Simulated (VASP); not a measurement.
# CuMo (Fm-3m) in VASP: further runs

CuMo is run at these levels: PBE; tasks: single point, relaxation of cell and atoms.

Everything below comes from runs of VASP 6.6.1. Logs are shortened: lines on timing, memory, paths and dates and some standing lists are left out, and cuts for length are marked.

### Step 1. The cell of the first run

Symmetry: Fm-3m, No. 225, cubic system. Conventional cell: a = 5.008 Å, b = 5.008 Å, c = 5.008 Å, α = 90.00°, β = 90.00°, γ = 90.00°. Cu (site symmetry m-3m) has 6 Mo at 2.50 Å within 3.3 Å. Mo (site symmetry m-3m) has 6 Cu at 2.50 Å within 3.3 Å.

The cell was built from a structure type or drawn by symmetry, and may not be a known phase.

### Step 2. Single point, PBE

INCAR reads:

```
SYSTEM = CuMo
PREC = Accurate
ENCUT = 520
EDIFF = 1E-6
ISMEAR = 0
SIGMA = 0.1
LREAL = .FALSE.
LASPH = .TRUE.
NELM = 100
ALGO = Normal
ISIF = 2
LWAVE = .FALSE.
LCHARG = .FALSE.
GGA = PE
NBANDS = 20
```

KPOINTS reads:

```
Automatic mesh
0
G
  6 6 6
  0 0 0
```

POSCAR reads:

```
CuMo
1.0
    0.0000000000      2.5040919400      2.5040919400
    2.5040919400      0.0000000000      2.5040919400
    2.5040919400      2.5040919400      0.0000000000
Cu Mo
1 1
Direct
    0.0000000000      0.0000000000      0.0000000000
    0.5000000000      0.5000000000      0.5000000000
```

Potentials or basis: VASP PAW PBE potentials, release 64 (Cu, Mo_sv).

Started as:

```bash
cat potpaw_PBE.64/Cu/POTCAR potpaw_PBE.64/Mo_sv/POTCAR > POTCAR
mpirun -np 1 vasp_std > vasp.out
```

OUTCAR:

```text
SYSTEM = CuMo
   PREC = Accurate
   ENCUT = 520
   EDIFF = 1E-6
   ISMEAR = 0
   LREAL = .FALSE.
   LASPH = .TRUE.
   NELM = 100
   ISIF = 2
   GGA = PE

 ion  position               nearest neighbor table
   1  0.000  0.000  0.000-   2 2.50   2 2.50   2 2.50   2 2.50   2 2.50   2 2.50
   2  0.500  0.500  0.500-   1 2.50   1 2.50   1 2.50   1 2.50   1 2.50   1 2.50

  LATTYP: Found a face centered cubic cell.
 ALAT       =     5.0081838800

  Lattice vectors:

 A1 = (   0.0000000000,   2.5040919400,   2.5040919400)
 A2 = (   2.5040919400,   0.0000000000,   2.5040919400)
 A3 = (   2.5040919400,   2.5040919400,   0.0000000000)

Analysis of symmetry for initial positions (statically):
=====================================================================
 Subroutine PRICEL returns:
 Original cell was already a primitive cell.

 Routine SETGRP: Setting up the symmetry group for a
 face centered cubic supercell.

 Subroutine GETGRP returns: Found 48 space group operations
 (whereof 48 operations were pure point group operations)
 out of a pool of 48 trial point group operations.

The static configuration has the point symmetry O_h .

Analysis of symmetry for dynamics (positions and initial velocities):
=====================================================================
 Subroutine PRICEL returns:
 Original cell was already a primitive cell.

 Routine SETGRP: Setting up the symmetry group for a
 face centered cubic supercell.

 Subroutine GETGRP returns: Found 48 space group operations
 (whereof 48 operations were pure point group operations)
 out of a pool of 48 trial point group operations.

The dynamic configuration has the point symmetry O_h .

 Subroutine INISYM returns: Found 48 space group operations
 (whereof 48 operations are pure point group operations),
 and found     1 'primitive' translations

----------------------------------------------------------------------------------------

                                     Primitive cell

  volume of cell :      31.4037

  direct lattice vectors                    reciprocal lattice vectors
     0.000000000  2.504091940  2.504091940    -0.199673180  0.199673180  0.199673180
     2.504091940  0.000000000  2.504091940     0.199673180 -0.199673180  0.199673180
     2.504091940  2.504091940  0.000000000     0.199673180  0.199673180 -0.199673180

  length of vectors
     3.541320783  3.541320783  3.541320783     0.345844092  0.345844092  0.345844092

  position of ions in fractional coordinates (direct lattice)
     0.000000000  0.000000000  0.000000000
     0.500000000  0.500000000  0.500000000

  ion indices of the primitive-cell ions
   primitive index   ion index
                 1           1
                 2           2

----------------------------------------------------------------------------------------

 KPOINTS: Automatic mesh

Automatic generation of k-mesh.
 Grid dimensions read from file:
 generate k-points for:    6    6    6

 Generating k-lattice:

  Cartesian coordinates                     Fractional coordinates (reciprocal lattice)
    -0.033278863  0.033278863  0.033278863     0.166666667  0.000000000  0.000000000
     0.033278863 -0.033278863  0.033278863     0.000000000  0.166666667  0.000000000
     0.033278863  0.033278863 -0.033278863     0.000000000  0.000000000  0.166666667

  Length of vectors
     0.057640682  0.057640682  0.057640682

  Shift w.r.t. Gamma in fractional coordinates (k-lattice)
     0.000000000  0.000000000  0.000000000

 Subroutine IBZKPT returns following result:
 ===========================================

 Found     16 irreducible k-points:

 Following reciprocal coordinates:
            Coordinates               Weight
  0.000000  0.000000  0.000000      1.000000
  0.166667  0.000000  0.000000      8.000000
  0.333333  0.000000  0.000000      8.000000
  0.500000  0.000000  0.000000      4.000000
  0.166667  0.166667  0.000000      6.000000
  0.333333  0.166667  0.000000     24.000000
[... 8 lines left out ...]
 -0.333333  0.333333  0.166667     24.000000
 -0.333333  0.500000  0.166667     12.000000
   k-points           NKPTS =     16   k-points in BZ     NKDIM =     16   number of bands    NBANDS=     20
   number of dos      NEDOS =    301   number of ions     NIONS =      2
   total plane-waves  NPLWV =  21952
   dimension x,y,z NGX =    28 NGY =   28 NGZ =   28
   dimension x,y,z NGXF=    56 NGYF=   56 NGZF=   56
   ions per type =               1   1
   NGX,Y,Z   is equivalent  to a cutoff of  13.14, 13.14, 13.14 a.u.
   NGXF,Y,Z  is equivalent  to a cutoff of  26.29, 26.29, 26.29 a.u.
 SYSTEM =  CuMo
   PREC   = accura    normal or accurate (medium, high low for compatibility)
   ISTART =      0    job   : 0-new  1-cont  2-samecut
   ICHARG =      2    charge: 1-file 2-atom 10-const
   ISPIN  =      1    spin polarized calculation?
   LNONCOLLINEAR =      F non collinear calculations
   LSORBIT =      F    spin-orbit coupling
   LASPH  =      T    aspherical Exc in radial PAW
   ENCUT  =  520.0 eV  38.22 Ry    6.18 a.u.   6.58  6.58  6.58*2*pi/ulx,y,z
   NELM   =    100;   NELMIN=  2; NELMDL= -5     # of ELM steps
   EDIFF  = 0.1E-05   stopping-criterion for ELM
   LREAL  =      F    real-space projection
[... 7 lines left out ...]
   TEBEG  =    0.0;   TEEND  =   0.0 temperature during run
   PSTRESS=    0.0 pullay stress
   NELECT =      25.0000    total number of electrons
   NUPDOWN=      -1.0000    fix difference up-down
   EMIN   =  10.00;   EMAX   =-10.00  energy-range for DOS
   EFERMI =   0.00;   METHOD = LEGACY
   ISMEAR =     0;   SIGMA  =   0.10  broadening in eV -4-tet -1-fermi 0-gaus
   EFERMI_NEDOS =   21; number of points for ismear=-14 and -15
   IALGO  =     38    algorithm
   IMIX   =      4    mixing-type and parameters
     AMIX     =   0.40;   BMIX     =  1.00
     AMIX_MAG =   1.60;   BMIX_MAG =  1.00
  volume/ion in A,a.u.               =      15.70       105.96
  Fermi-wavevector in a.u.,A,eV,Ry     =   1.517264  2.867214 31.321848  2.302091
  Thomas-Fermi vector in A             =   2.626543
   LORBIT       =      0    0 simple, 1 ext, 2 COOP (PROOUT), +10 PAW based schemes
   GGA     = PE    functional components
   LHFCALC =     F    Hartree Fock is set to
   AEXX    =    0.0000 exact exchange contribution
   IVDW    =     0    specifies the selected vdW correction
   LEPSILON=     F    determine dielectric tensor
   LRPA    =     F    only Hartree local field effects (RPA)
 non-spin polarized calculation
 Gauss-broadening in eV      SIGMA  =   0.10
  energy-cutoff  :      520.00
  volume of cell :       31.40
 maximum number of plane-waves:       869
 NGX is ok and might be reduce to    28
   NGX = 13   NGY = 13   NGZ = 13

 number of electron      25.0000013 magnetization

 Free energy of the ion-electron system (eV)
  ---------------------------------------------------
  ext. energy  EPLUGINS =         0.00000000
  ---------------------------------------------------
  free energy    TOTEN  =       -12.38387457 eV

  energy without entropy =      -12.36728429  energy(sigma->0) =      -12.37557943

 E-fermi :   8.3744     XC(G=0): -12.3055

 val. band max:        8.3303638103   @ k =   0.5000   0.5000   0.0000
 cond. band min:       8.3814158569   @ k =   0.3333   0.1667   0.0000
 fundamental gap:      0.0510520465
 Fermi energy:         8.3744355538

 k-point     1 :       0.0000    0.0000    0.0000
  band No.  band energies     occupation
      1     -52.6823      2.00000
      2     -26.6687      2.00000
      3     -26.6687      2.00000
      4     -26.6687      2.00000
      5       1.1129      2.00000
      6       4.0320      2.00000
[... 12 lines left out ...]
     19      18.5198      0.00000
     20      26.8643      0.00000

 k-point     2 :       0.1667    0.0000    0.0000
  band No.  band energies     occupation
      1     -52.6792      2.00000
      2     -26.7050      2.00000
      3     -26.6753      2.00000
      4     -26.6753      2.00000
      5       1.7113      2.00000
      6       4.2319      2.00000
[... 12 lines left out ...]
     19      19.1857      0.00000
     20      23.7325      0.00000

 k-point     3 :       0.3333    0.0000    0.0000
  band No.  band energies     occupation
      1     -52.6730      2.00000
      2     -26.7769      2.00000
      3     -26.6886      2.00000
      4     -26.6886      2.00000
      5       3.2591      2.00000
      6       4.5179      2.00000
[... 12 lines left out ...]
     19      20.6820      0.00000
     20      22.4525      0.00000

 k-point     4 :       0.5000    0.0000    0.0000
  band No.  band energies     occupation
      1     -52.6698      2.00000
      2     -26.8124      2.00000
      3     -26.6952      2.00000
      4     -26.6952      2.00000
      5       4.5255      2.00000
      6       4.5324      2.00000
[... 12 lines left out ...]
     19      20.5401      0.00000
     20      22.5255      0.00000

 k-point     5 :       0.1667    0.1667    0.0000
  band No.  band energies     occupation
      1     -52.6783      2.00000
      2     -26.7066      2.00000
      3     -26.6819      2.00000
      4     -26.6819      2.00000
      5       1.8692      2.00000
      6       4.1318      2.00000
[... 12 lines left out ...]
     19      19.5102      0.00000
     20      22.8342      0.00000
[... 169 lines left out ...]
      6       3.8952      2.00000
[... 12 lines left out ...]
     19      20.7249      0.00000
     20      21.8249      0.00000

 k-point    14 :       0.5000    0.3333    0.1667
  band No.  band energies     occupation
      1     -52.6693      2.00000
      2     -26.7757      2.00000
      3     -26.7258      2.00000
      4     -26.7055      2.00000
      5       3.8742      2.00000
      6       4.1453      2.00000
[... 12 lines left out ...]
     19      22.0032      0.00000
     20      22.4952      0.00000

 k-point    15 :      -0.3333    0.3333    0.1667
  band No.  band energies     occupation
      1     -52.6674      2.00000
      2     -26.7786      2.00000
      3     -26.7435      2.00000
      4     -26.7140      2.00000
      5       4.4365      2.00000
      6       4.4910      2.00000
[... 12 lines left out ...]
     19      21.6792      0.00000
     20      23.5252      0.00000

 k-point    16 :      -0.3333    0.5000    0.1667
  band No.  band energies     occupation
      1     -52.6666      2.00000
      2     -26.7787      2.00000
      3     -26.7403      2.00000
      4     -26.7262      2.00000
      5       3.9780      2.00000
      6       4.3100      2.00000
[... 12 lines left out ...]
     19      22.4538      0.00000
     20      23.1071      0.00000

------------------------ aborting loop because EDIFF is reached ----------------------------------------

  FORCE on cell =-STRESS in cart. coord.  units (eV):
  Direction    XX          YY          ZZ          XY          YZ          ZX
  --------------------------------------------------------------------------------------
  -------------------------------------------------------------------------------------
  Total       -0.4460883     -0.4460883     -0.4460883      0.0000000     -0.0000000      0.0000000
  in kB      -22.7588654    -22.7588654    -22.7588654      0.0000000     -0.0000000      0.0000000
  external PRESSURE =     -22.7588654 kB  Pullay stress =       0.0000000 kB

 VOLUME and BASIS-vectors are now :
 -----------------------------------------------------------------------------
  energy-cutoff  :      520.00
  volume of cell :       31.40
      direct lattice vectors                 reciprocal lattice vectors
     0.000000000  2.504091940  2.504091940    -0.199673180  0.199673180  0.199673180
     2.504091940  0.000000000  2.504091940     0.199673180 -0.199673180  0.199673180
     2.504091940  2.504091940  0.000000000     0.199673180  0.199673180 -0.199673180

 POSITION                                       TOTAL-FORCE (eV/Angst)
 -----------------------------------------------------------------------------------
      0.00000      0.00000      0.00000         0.000000      0.000000      0.000000
      2.50409      2.50409      2.50409        -0.000000     -0.000000     -0.000000
 -----------------------------------------------------------------------------------
    total drift:                                0.000000      0.000000      0.000000

  FREE ENERGIE OF THE ION-ELECTRON SYSTEM (eV)
  ---------------------------------------------------
  free  energy   TOTEN  =       -12.3838745746 eV

  energy  without entropy=      -12.3672842865  energy(sigma->0) =      -12.37557943
```

Wall time 14 s (1 thread of AMD EPYC 7R13 (Zen 3), shared host); peak memory 0.13 GiB.

What came out:

| Quantity | Value |
| --- | --- |
| Free energy | -12.3839 eV |
| Pressure | -2.3 GPa |
| Band gap on the k mesh | zero (an odd number of electrons rules out a gap without spin polarisation) |

Levels at points of the mesh, in eV from the Fermi level:
```csv
k point,band 10,band 11,band 12,band 13,band 14,band 15
"(0.00, 0.00, 0.00)",-3.97,0.53,0.53,0.53,1.85,1.85
"(0.50, 0.00, 0.00)",-2.94,-1.49,-1.49,-1.41,1.00,1.00
"(0.50, 0.50, 0.00)",-2.82,-0.45,-0.04,1.45,1.45,2.21
```

Caveat: the k points lie up to 0.36 Å⁻¹ apart, too coarse for converged energies and pressures of a metal.

### Step 3. Single point, PBE, collinear spin

INCAR reads:

```
SYSTEM = CuMo
  PREC = Accurate
  ENCUT = 520
  EDIFF = 1E-7
  ISMEAR = 0
  SIGMA = 0.1
  LREAL = .FALSE.
  LASPH = .TRUE.
  NELM = 150
  ALGO = Normal
  ISIF = 2
  LWAVE = .FALSE.
  LCHARG = .TRUE.
  ISPIN = 2
  MAGMOM = 0 1
  LORBIT = 11
  LMAXMIX = 4
  GGA = PE
  LELF = .TRUE.
  LVHAR = .TRUE.
  NBANDS = 24
```

KPOINTS reads:

```
regular mesh
0
G
  6 6 6
  0 0 0
```

POSCAR is that of step 2.

Potentials or basis: VASP PAW PBE potentials, release 64 (Cu, Mo_sv).

Started as:

```bash
cat potpaw_PBE.64/Cu/POTCAR potpaw_PBE.64/Mo_sv/POTCAR > POTCAR
mpirun -np 1 vasp_std > vasp.out
```

OUTCAR:

```text
SYSTEM = CuMo
   PREC = Accurate
   ENCUT = 520
   EDIFF = 1E-7
   ISMEAR = 0
   LREAL = .FALSE.
   LASPH = .TRUE.
   NELM = 150
   ISIF = 2
   ISPIN = 2
   LORBIT = 11
   GGA = PE

 ion  position               nearest neighbor table
   1  0.000  0.000  0.000-   2 2.50   2 2.50   2 2.50   2 2.50   2 2.50   2 2.50
   2  0.500  0.500  0.500-   1 2.50   1 2.50   1 2.50   1 2.50   1 2.50   1 2.50

  LATTYP: Found a face centered cubic cell.
 ALAT       =     5.0081838800

  Lattice vectors:

 A1 = (   0.0000000000,   2.5040919400,   2.5040919400)
 A2 = (   2.5040919400,   0.0000000000,   2.5040919400)
 A3 = (   2.5040919400,   2.5040919400,   0.0000000000)

[... 1067 lines left out ...]

 VOLUME and BASIS-vectors are now :
 -----------------------------------------------------------------------------
  energy-cutoff  :      520.00
  volume of cell :       31.40
      direct lattice vectors                 reciprocal lattice vectors
     0.000000000  2.504091940  2.504091940    -0.199673180  0.199673180  0.199673180
     2.504091940  0.000000000  2.504091940     0.199673180 -0.199673180  0.199673180
     2.504091940  2.504091940  0.000000000     0.199673180  0.199673180 -0.199673180

 POSITION                                       TOTAL-FORCE (eV/Angst)
 -----------------------------------------------------------------------------------
      0.00000      0.00000      0.00000         0.000000      0.000000      0.000000
      2.50409      2.50409      2.50409         0.000000     -0.000000     -0.000000
 -----------------------------------------------------------------------------------
    total drift:                                0.000000      0.000000      0.000000

  FREE ENERGIE OF THE ION-ELECTRON SYSTEM (eV)
  ---------------------------------------------------
  free  energy   TOTEN  =       -12.3838744984 eV

  energy  without entropy=      -12.3672841416  energy(sigma->0) =      -12.37557932

 total charge

# of ion       s       p       d       tot
------------------------------------------
    1        0.611   0.488   9.092  10.192
    2        2.292   6.131   3.760  12.182
--------------------------------------------------
tot          2.903   6.619  12.852  22.374

 magnetization (x)

# of ion       s       p       d       tot
------------------------------------------
    1        0.000  -0.000  -0.000  -0.000
    2       -0.000  -0.000  -0.000  -0.000
--------------------------------------------------
tot          0.000  -0.000  -0.000  -0.000
```

Wall time 36 s (1 thread of AMD EPYC 7R13 (Zen 3), shared host); peak memory 0.15 GiB.

Results:

| Property | Result |
| --- | --- |
| Free energy | -12.3839 eV |
| Pressure | -2.3 GPa |
| Net moment | 0.00 μB per cell |
| Valence electrons inside the program's atomic spheres | Cu 10.19; Mo 12.18 |

Caveat: the k points lie up to 0.36 Å⁻¹ apart.

(Continued in part 2 of 2.)
